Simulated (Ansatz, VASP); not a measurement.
Co in VASP and in Ansatz

```
Co
1.0
     2.79233    0.00000    0.00000
     0.00000    2.79233    0.00000
     0.00000    0.00000    2.79233
Co
2
Direct
  0.00000 0.00000 0.00000
  0.50000 0.50000 0.50000
```

Alike in both runs: task single point; functional revPBE; k mesh 18 × 18 × 18; occupations fermi-dirac, width 0.05 eV; collinear spin.

```csv
,VASP,Ansatz
version,VASP 6.6.1,Ansatz 0.2.0
potentials or method,"VASP PAW PBE potentials, release 64 (Co), cutoff 520 eV","plane waves (420 eV) with PAW, scalar-relativistic"
valence electrons in the cell,18,34
```

|  | VASP | Ansatz | Ansatz less VASP |
| --- | --- | --- | --- |
| net moment per atom (μB) | 0.00 | 1.75 | +1.750 |
| size of the moment on the site where the two differ most (μB) | 0.83 | 1.82 | +0.984 |

The net moments are unlike, so the other rows may belong to different states. VASP's potentials were made for PBE, not for revPBE. Site moments also hang on the region over which each program counts them. VASP's potentials hold 18 valence electrons a cell and Ansatz's 34, so a difference there can come from the potentials and not from the codes. Ansatz's warnings: look outside group, seeded moment not kept, stability check not made.
